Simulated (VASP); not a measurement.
# Ti in VASP: notebook, part 2 of 2

VASP 6.6.1. Earlier steps stand in the parts before.

## Step 4: Single point, PBEsol

Contents of INCAR:

```
SYSTEM = Ti
ALGO = Normal ; EDIFF = 1E-6
ENCUT = 520 ; GGA = PS
ISIF = 2 ; ISMEAR = -1
LASPH = .True. ; LCHARG = .True.
LELF = .True. ; LREAL = .False.
LVHAR = .True. ; LWAVE = .False.
NBANDS = 84 ; NELM = 80
PREC = Accurate ; SIGMA = 0.1
```

Contents of KPOINTS:

```
k-points
0
Gamma
  2 2 1
  0 0 0
```

Contents of POSCAR:

```
Ti
1.0
    5.9000000000      0.0000000000      0.0000000000
    2.9500000000      5.1095500000      0.0000000000
    0.0000000000      0.0000000000     15.6846000000
Ti
12
Direct
    0.0000000000      0.0000000000      0.0637568060
    0.5000000000      0.0000000000      0.0637568060
   -0.0000024464      0.5000048928      0.0637568060
    0.4999975536      0.5000048928      0.0637568060
   -0.0902387835      0.3194606179      0.2112135470
    0.3756250182      0.3422414890      0.2073817630
   -0.1178390556      0.8283899756      0.2038623873
    0.4374248495      0.7670147078      0.2235823674
    0.0850137959     -0.0654852189      0.3530086837
    0.5737559147     -0.0203931853      0.3578478253
    0.0781470100      0.4977737766      0.3468306492
    0.5744126867      0.4157508978      0.3609017763
```

Potentials or basis: VASP PAW PBE potentials, release 64 (Ti_sv).

Run with:

```bash
$ cat potpaw_PBE.64/Ti_sv/POTCAR > POTCAR
$ mpirun -np 1 vasp_std > vasp.out
```

OUTCAR:

```text
SYSTEM = Ti
   EDIFF = 1E-6
   ENCUT = 520
   GGA = PS
   ISIF = 2
   ISMEAR = -1
   LASPH = .True.
   LREAL = .False.
   NELM = 80
   PREC = Accurate

 ion  position               nearest neighbor table
   1  0.000  0.000  0.064-   7 2.65   5 2.86
   2  0.500  0.000  0.064-   6 2.87
   3  1.000  0.500  0.064-   5 2.71   7 2.78
   4  0.500  0.500  0.064-   6 2.68   8 2.88
   5  0.910  0.319  0.211-   3 2.71   8 2.72  11 2.77   6 2.82   1 2.86
   6  0.376  0.342  0.207-  11 2.66   4 2.68   8 2.72  12 2.81   5 2.82   2 2.87   7 2.89
   7  0.882  0.828  0.204-   1 2.65   3 2.78  11 2.81   9 2.84   8 2.84  10 2.88   6 2.89
   8  0.437  0.767  0.224-   9 2.71   6 2.72   5 2.72  10 2.77  12 2.81   7 2.84   4 2.88
   9  0.085  0.935  0.353-  11 2.60   8 2.71   7 2.84  10 2.89
  10  0.574  0.980  0.358-  12 2.58   8 2.77   7 2.88   9 2.89  11 2.92
  11  0.078  0.498  0.347-   9 2.60   6 2.66  12 2.73   5 2.77   7 2.81  10 2.92
  12  0.574  0.416  0.361-  10 2.58  11 2.73   6 2.81   8 2.81

  LATTYP: Found a hexagonal cell.
 ALAT       =     5.9000001019
 C/A-ratio  =     2.6584067337

  Lattice vectors:

 A1 = (  -2.9500000000,  -5.1095500000,   0.0000000000)
 A2 = (   5.9000000000,   0.0000000000,   0.0000000000)
 A3 = (   0.0000000000,   0.0000000000,  15.6846000000)

Analysis of symmetry for initial positions (statically):
=====================================================================
 Subroutine PRICEL returns:
 Original cell was already a primitive cell.

 Routine SETGRP: Setting up the symmetry group for a
 hexagonal supercell.

 Subroutine GETGRP returns: Found  1 space group operations
 (whereof  1 operations were pure point group operations)
 out of a pool of 24 trial point group operations.

The static configuration has the point symmetry C_1 .

Analysis of symmetry for dynamics (positions and initial velocities):
=====================================================================
 Subroutine PRICEL returns:
[... 138 lines left out ...]
   LRPA    =     F    only Hartree local field effects (RPA)
 non-spin polarized calculation
  energy-cutoff  :      520.00
  volume of cell :      472.83
 maximum number of plane-waves:     12742
 NGX is ok and might be reduce to    48
   NGX = 21   NGY = 21   NGZ = 59

 number of electron     143.9999995 magnetization

 Free energy of the ion-electron system (eV)
  ---------------------------------------------------
  ext. energy  EPLUGINS =         0.00000000
  ---------------------------------------------------
  free energy    TOTEN  =       -91.42701624 eV

  energy without entropy =      -90.52417091  energy(sigma->0) =      -90.97559358

 E-fermi :   1.3202     XC(G=0):  -6.3598

 val. band max:        1.3066499782   @ k =   0.0000   0.0000   0.0000
 cond. band min:       1.3345264154   @ k =   0.0000   0.0000   0.0000
 fundamental gap:      0.0278764371
 Fermi energy:         1.3202261928

 k-point     1 :       0.0000    0.0000    0.0000
  band No.  band energies     occupation
      1     -55.3030      2.00000
      2     -55.2330      2.00000
      3     -55.2242      2.00000
      4     -55.1952      2.00000
      5     -55.1555      2.00000
      6     -55.1479      2.00000
[... 337 lines left out ...]
     83       2.1107      0.00074
     84       2.1812      0.00036

------------------------ aborting loop because EDIFF is reached ----------------------------------------

  FORCE on cell =-STRESS in cart. coord.  units (eV):
  Direction    XX          YY          ZZ          XY          YZ          ZX
  --------------------------------------------------------------------------------------
  -------------------------------------------------------------------------------------
  Total       -9.8180904     -9.2480822     -6.9597776      2.8212241      1.0261226     -1.9619533
  in kB      -33.2682147    -31.3367644    -23.5829338      9.5596073      3.4769763     -6.6480019
  external PRESSURE =     -29.3959710 kB  Pullay stress =       0.0000000 kB

 VOLUME and BASIS-vectors are now :
 -----------------------------------------------------------------------------
  energy-cutoff  :      520.00
  volume of cell :      472.83
      direct lattice vectors                 reciprocal lattice vectors
     5.900000000  0.000000000  0.000000000     0.169491525 -0.097855976  0.000000000
     2.950000000  5.109550000  0.000000000     0.000000000  0.195711951  0.000000000
     0.000000000  0.000000000 15.684600000     0.000000000  0.000000000  0.063756806

 POSITION                                       TOTAL-FORCE (eV/Angst)
 -----------------------------------------------------------------------------------
      0.00000      0.00000      1.00000         0.419021      0.006654      0.345814
      2.95000      0.00000      1.00000        -0.061627      0.024728      0.639641
      7.37500      2.55480      1.00000         0.030433      0.006192      0.111773
      4.42500      2.55480      1.00000         0.359479     -0.069822      0.617839
      6.31000      1.63230      3.31280        -0.291533     -0.615869      0.116483
      3.22580      1.74870      3.25270         0.098616     -0.847128     -0.235753
      7.64850      4.23270      3.19750        -0.074391      0.194991      0.204122
      4.84350      3.91910      3.50680        -0.346114      1.013502     -0.567130
      3.25840      4.77495      5.53680         0.028754      0.433701     -0.291805
      6.27500      5.00535      5.61270        -0.163952     -0.028724     -0.673579
      1.92950      2.54340      5.43990        -0.640090     -0.478000     -0.036851
      4.61550      2.12430      5.66060         0.641404      0.359775     -0.230554
 -----------------------------------------------------------------------------------
    total drift:                               -0.000474     -0.001035      0.000556

  FREE ENERGIE OF THE ION-ELECTRON SYSTEM (eV)
  ---------------------------------------------------
  free  energy   TOTEN  =       -91.4270162449 eV

  energy  without entropy=      -90.5241709131  energy(sigma->0) =      -90.97559358
```

It took 6.2 min on 1 thread of Intel Xeon Platinum 8559C (Emerald Rapids), shared host; peak memory 0.63 GiB.

What came out:

```
Free energy            : -91.4270 eV
Largest force          : 1.212 eV/Å
Band gap on the k mesh : zero (bands 72 and 73 overlap by 0.59 eV)
```

Forces on the atoms (eV/Å):
```
Ti   0.419  0.007  0.346
Ti  -0.062  0.025  0.640
Ti   0.030  0.006  0.112
Ti   0.359 -0.070  0.618
Ti  -0.292 -0.616  0.116
Ti   0.099 -0.847 -0.236
Ti  -0.074  0.195  0.204
Ti  -0.346  1.014 -0.567
Ti   0.029  0.434 -0.292
Ti  -0.164 -0.029 -0.674
Ti  -0.640 -0.478 -0.037
Ti   0.641  0.360 -0.231
```

Caveat: the k points lie up to 0.61 Å⁻¹ apart, too coarse for converged energies and pressures of a metal; there is no dipole correction, which matters where the two faces differ; the PAW data sets were made with another functional, which shifts forces and pressure a little.

## Step 5: Overview

```csv
cell,gap on the mesh (eV),largest force (eV/Å)
"as given, atomic positions A",none,1.60
"as given, atomic positions B",none,1.93
"as given, atomic positions C",none,1.21
```

Alike in all rows: task single point; level PBEsol; potentials or basis VASP PAW PBE potentials, release 64 (Ti_sv); no spin polarisation; k mesh 2 × 2 × 1; cutoff (eV) 520; smearing fermi-dirac 0.1 eV.

Caveats: all runs use coarse meshes; there is no dipole correction, which matters where the two faces differ; the PAW data sets were made with another functional, which shifts forces and pressure a little.

Total energies depend on the potentials used, so only differences within one code and one set of settings carry meaning.

The gap in the log of VASP goes by the Fermi energy; the results here count the filled bands.